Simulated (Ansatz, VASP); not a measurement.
Fe in VASP and in Ansatz

```
Fe
1.0
    -1.43773    1.43773    1.43773
     1.43773   -1.43773    1.43773
     1.43773    1.43773   -1.43773
Fe
1
Direct
  0.00000 0.00000 0.00000
```

Alike in both runs: task single point; functional r2SCAN; k mesh 22 × 22 × 22; occupations gaussian, width 0.05 eV; collinear spin.

|  | VASP | Ansatz |
| --- | --- | --- |
| version | VASP 6.6.1 | Ansatz 0.2.0 |
| potentials or method | VASP PAW PBE potentials, release 64 (Fe), cutoff 520 eV | scalar-relativistic, plane waves, PAW |
| valence electrons in the cell | 8 | 16 |

|  | VASP | Ansatz | Ansatz less VASP |
| --- | --- | --- | --- |
| gap on the k mesh at the Fermi level (eV) | none | none | - |
| pressure (GPa) | -1.7 | -1.4 | +0.29 |
| net moment per atom (μB) | 2.67 | 2.67 | 0.000 |
| size of the moment on the site where the two differ most (μB) | 2.74 | 2.83 | +0.085 |

VASP's potentials were made for PBE, not for r2SCAN. Site moments also hang on the region over which each program counts them. A gap of «none» marks a metal or a gap that the smearing closes. VASP's potentials hold 8 valence electrons a cell and Ansatz's 16, so a difference there can come from the potentials and not from the codes. Ansatz's warnings: stability check not made.
